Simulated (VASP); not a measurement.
Wanted: the native input for a VASP 6.6.1 run.

```yaml
Task: single point
Functional: PBE
Potentials_or_basis: VASP PAW PBE potentials, release 64 (Tl_d, Zn, Br)
Cutoff: 520 eV
k_mesh: 4 × 4 × 4
Occupations: gaussian, width 0.01 eV
Spin: no spin polarisation
Dipole_correction: no
Further_INCAR_settings: ALGO = Normal; EDIFF = 1e-06; NBANDS = 31
```

The structure of TlZnBr3 lies in POSCAR:

```
TlZnBr3
1.0
    5.1616713609      0.0000000000      0.0000000000
    0.0000000000      5.1616713609      0.0000000000
    0.0000000000      0.0000000000      5.1616713609
Tl Zn Br
1 1 3
Direct
    0.0000000000      0.0000000000      0.0000000000
    0.5000000000      0.5000000000      0.5000000000
    0.5000000000      0.5000000000      0.0000000000
    0.5000000000      0.0000000000      0.5000000000
    0.0000000000      0.5000000000      0.5000000000
```

This cell differs from its parent crystal: volume changed by -6%.

These files were run (other wordings do the same):

INCAR

```
SYSTEM = TlZnBr3
PREC = Accurate
ENCUT = 520
EDIFF = 1E-6
ISMEAR = 0
SIGMA = 0.01
LREAL = .FALSE.
LASPH = .TRUE.
NELM = 80
ALGO = Normal
ISIF = 2
LWAVE = .FALSE.
LCHARG = .FALSE.
GGA = PE
NBANDS = 31
```

KPOINTS

```
Automatic mesh
0
G
  4 4 4
  0 0 0
```

Potentials or basis: VASP PAW PBE potentials, release 64 (Tl_d, Zn, Br).

Command:

```console
$ cat potpaw_PBE.64/Tl_d/POTCAR potpaw_PBE.64/Zn/POTCAR potpaw_PBE.64/Br/POTCAR > POTCAR
$ mpirun -np 1 vasp_std > vasp.out
```

It gave:

The pressure is 2.2 GPa and the band gap on the k mesh is 0.34 eV, indirect (least direct gap 1.07 eV).

Caveat: spin-orbit coupling is left out, which moves the levels of the heavy elements.

Run time: 18 s on 1 thread of Intel(R) Xeon(R) 6975P-C (Granite Rapids), with other jobs on the host, peak memory 0.25 GiB.
